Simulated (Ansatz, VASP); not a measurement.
# FeO: VASP beside Ansatz

```
Fe O
1.0
     0.00000    2.15540    2.15540
     2.15540    0.00000    2.15540
     2.15540    2.15540    0.00000
Fe O
1 1
Direct
  0.00000 0.00000 0.00000
  0.50000 0.50000 0.50000
```

Alike in both runs: task single point; functional PBE; k mesh 6 × 6 × 6; occupations gaussian, width 0.05 eV; collinear spin; Hubbard terms Fe d U = 4.0 eV.

```csv
,VASP,Ansatz
version,VASP 6.6.1,Ansatz 0.2.0
potentials or method,"VASP PAW PBE potentials, release 64 (Fe, O), cutoff 520 eV","scalar-relativistic, plane waves, PAW"
valence electrons in the cell,14,22
```

```csv
,VASP,Ansatz,Ansatz less VASP
pressure (GPa),-0.1,11.8,+11.91
net moment per atom (μB),2.00,2.00,-0.005
size of the moment on the site where the two differ most (μB),3.81,3.48,-0.332
```

Site moments also hang on the region over which each program counts them. The programs project onto different local orbitals, so the same U acts differently, and such runs can settle in different states. VASP's potentials hold 14 valence electrons a cell and Ansatz's 22, so a difference there can come from the potentials and not from the codes. Ansatz's warnings: reached outside group.

The k mesh is coarse, so the values compare programs but aren't converged.
